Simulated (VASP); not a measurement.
**BN: single point with r2SCAN**

The system is BN.

```
CELL_PARAMETERS angstrom
2.54395 0.00000 0.00000
-1.27197 2.20313 0.00000
0.00000 0.00000 4.20782
ATOMIC_POSITIONS crystal
B 0.33333 0.66667 0.00020
B 0.66667 0.33333 0.50020
N 0.33333 0.66667 0.37480
N 0.66667 0.33333 0.87480
```

```yaml
Program: VASP 6.6.1
Task: single point
Functional: r2SCAN
Potentials_or_basis: VASP PAW PBE potentials, release 64 (B, N)
Cutoff: 520 eV
k_mesh: 6 × 6 × 4
Occupations: gaussian, width 0.01 eV
Spin: no spin polarisation
Dipole_correction: no
Further_INCAR_settings: ALGO = Normal; EDIFF = 1e-06; NBANDS = 16
```

| Quantity | Value |
| --- | --- |
| Pressure | 1.1 GPa |
| Band gap on the k mesh | 5.72 eV, indirect (least direct gap 8.99 eV) |

Forces in eV/Å, atoms in the order of the input:
```
B    0.000  0.000 -0.002
B    0.000  0.000 -0.002
N    0.000  0.000  0.002
N    0.000  0.000  0.002
```

Stress tensor (GPa, compression positive):
```
1.18 0.00 0.00
0.00 1.18 0.00
0.00 0.00 1.04
```

Levels at points of the mesh, in eV from the valence-band top:
```
           k point  band 5  band 6  band 7  band 8  band 9  band 10  band 11  band 12
(0.00, 0.00, 0.00)   -2.21   -0.27    0.00    0.00    9.07     9.07     9.31    10.22
(0.50, 0.00, 0.00)   -7.21   -5.19   -4.53   -2.20    7.30     8.60    11.38    12.23
(0.00, 0.00, 0.50)   -1.22   -1.22   -1.22   -1.22   10.25    10.25    10.69    10.69
(0.50, 0.00, 0.50)   -3.92   -3.92   -3.73   -3.73    7.20     7.20    10.72    10.72
```

Wall time 28 s on 1 thread of Intel(R) Xeon(R) Platinum 8259CL CPU @ 2.50GHz (Skylake/Cascade Lake), with other jobs on the host, peak memory 0.13 GiB.

Caveat: the k points lie up to 0.48 Å⁻¹ apart; the PAW data sets were made with another functional, which shifts forces and pressure a little. r2SCAN opens gaps a little over a GGA but as a rule still falls short of measured ones.
